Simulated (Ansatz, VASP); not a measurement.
# NaIr in VASP and in Ansatz

INCAR

```
SYSTEM = NaIr
PREC     = Accurate       ! precision mode
ENCUT    = 520            ! plane-wave cutoff, eV
EDIFF    = 1E-6           ! SCF threshold, eV
ISMEAR   = -1             ! smearing method
SIGMA    = 0.05           ! smearing width, eV
LREAL    = .FALSE.        ! projectors in reciprocal space
LASPH    = .TRUE.         ! aspherical terms in the spheres
NELM     = 150            ! most SCF steps
ALGO     = Normal         ! electronic algorithm
ISIF     = 2              ! what is computed and relaxed
LWAVE    = .FALSE.        ! write WAVECAR
LCHARG   = .FALSE.        ! write CHGCAR
MAGMOM   = 0 0 0 0 0 0    ! initial moments
LORBIT   = 11             ! projections on sites
LSORBIT  = .TRUE.         ! spin-orbit coupling
GGA_COMPAT= .FALSE.      
LORBMOM  = .TRUE.       
LMAXMIX  = 4              ! l up to which the mixer works
GGA      = PE             ! functional
NBANDS   = 28             ! bands
```

KPOINTS

```
Automatic mesh
0
G
  11 11 11
  0 0 0
```

The input POSCAR:

```
NaIr
1.0
    3.2312637440      0.0000000000      0.0000000000
    0.0000000000      3.2312637440      0.0000000000
    0.0000000000      0.0000000000      3.2312637440
Na Ir
1 1
Direct
    0.0000000000      0.0000000000      0.0000000000
    0.5000000000      0.5000000000      0.5000000000
```

Input for Ansatz:

```yaml
crystal:
  lattice:
    - [3.231263744, 0.0, 0.0]
    - [0.0, 3.231263744, 0.0]
    - [0.0, 0.0, 3.231263744]
  atoms:
    - { symbol: Na, position: [0.0, 0.0, 0.0] }
    - { symbol: Ir, position: [0.5, 0.5, 0.5] }
kpoints:
  mp_grid: { grid: [11, 11, 11] }
  band_path:
    path:
      - [0.0, 0.0, 0.0]
      - [0.0, 0.5, 0.0]
      - [0.5, 0.5, 0.0]
      - [0.0, 0.0, 0.0]
      - [0.5, 0.5, 0.5]
      - [0.0, 0.5, 0.0]
      - [0.5, 0.5, 0.5]
      - [0.5, 0.5, 0.0]
    npoints: 8
scf:
  occupations: { method: fermi_dirac, width: 0.05 }
hamiltonian:
  xc: pbe
  pseudopotentials: { kind: all_electron, lapw: { basis_error: 0.0005 } }
output:
  forces: true
  stress: true
  eigenvalues: true
magnetization:
  noncollinear: true
  spin_orbit: true
```

Alike in both runs: task single point; functional PBE; k mesh 11 × 11 × 11; occupations fermi-dirac, width 0.05 eV; non-collinear spin, spin-orbit coupling.

```csv
,VASP,Ansatz
version,VASP 6.6.1,Ansatz 0.2.0
potentials or method,"VASP PAW PBE potentials, release 64 (Na_pv, Ir), cutoff 520 eV",all-electron LAPW
```

```tsv
	VASP	Ansatz	Ansatz less VASP
pressure (GPa)	1.1	0.9	-0.20
net moment per atom (μB)	0.00	0.00	0.000
```

Ansatz ran all-electron here, and VASP with PAW potentials.
